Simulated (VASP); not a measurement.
Wanted: the native input for a VASP 6.6.1 run.

| Item | Value |
| --- | --- |
| Task | single point |
| Functional | r2SCAN |
| Dispersion | D3(BJ) |
| Potentials or basis | VASP PAW PBE potentials, release 64 (Al, As) |
| Cutoff | 550 eV |
| k mesh | 8 × 8 × 8 |
| Occupations | gaussian, width 0.05 eV |
| Spin | no spin polarisation |
| Dipole correction | no |
| Further INCAR settings | ALGO = Normal; EDIFF = 1e-06; NBANDS = 11 |

The system is AlAs.

```
Al As
1.0
     0.00000    2.84755    2.84755
     2.84755    0.00000    2.84755
     2.84755    2.84755    0.00000
Al As
1 1
Direct
  0.00000 0.00000 0.00000
  0.75000 0.75000 0.75000
```

These files were run (other wordings do the same):

POSCAR

```
AlAs
1.0
    0.0000000000      2.8475497321      2.8475497321
    2.8475497321      0.0000000000      2.8475497321
    2.8475497321      2.8475497321      0.0000000000
Al As
1 1
Direct
    0.0000000000      0.0000000000      0.0000000000
    0.7500000000      0.7500000000      0.7500000000
```

INCAR.step1

```
PREC = Accurate ; ENCUT = 550
ISMEAR = 0 ; SIGMA = 0.05
LREAL = F ; LASPH = T
NELM = 120 ; NBANDS = 11
GGA = PE ; ALGO = Normal
EDIFF = 1E-5 ; LWAVE = T
LCHARG = F ; GGA_COMPAT = F
```

INCAR.step2

```
PREC = Accurate ; ENCUT = 550
EDIFF = 1E-6 ; ISMEAR = 0
SIGMA = 0.05 ; LREAL = F
LASPH = T ; NELM = 120
ALGO = Normal ; ISIF = 2
LWAVE = F ; LCHARG = F
METAGGA = R2SCAN ; LMIXTAU = T
IVDW = 12 ; VDW_S6 = 1.0
VDW_S8 = 0.78981345 ; VDW_A1 = 0.49484001
VDW_A2 = 5.73083694 ; NBANDS = 11
ISTART = 1 ; GGA_COMPAT = F
```

KPOINTS

```
regular mesh
0
Gamma
  8 8 8
```

Potentials or basis: VASP PAW PBE potentials, release 64 (Al, As).

Run with:

```sh
$ cat potpaw_PBE.64/Al/POTCAR potpaw_PBE.64/As/POTCAR > POTCAR
$ cp INCAR.step1 INCAR
$ mpirun -np 1 vasp_std > vasp.out
$ cp INCAR.step2 INCAR
$ mpirun -np 1 vasp_std > vasp.out
```

Results of the run:

```json
{"Pressure": "-1.7 GPa", "Band gap on the k mesh": "1.82 eV (least direct gap 2.55 eV)", "Dispersion energy per atom": "-0.146 eV"}
```

Caveat: three body term missing; the PAW data sets were made with another functional, which shifts forces and pressure a little.

Run time: 41 s on 1 thread of Intel(R) Xeon(R) Platinum 8488C (Sapphire Rapids), on a shared host, peak memory 0.2 GiB.
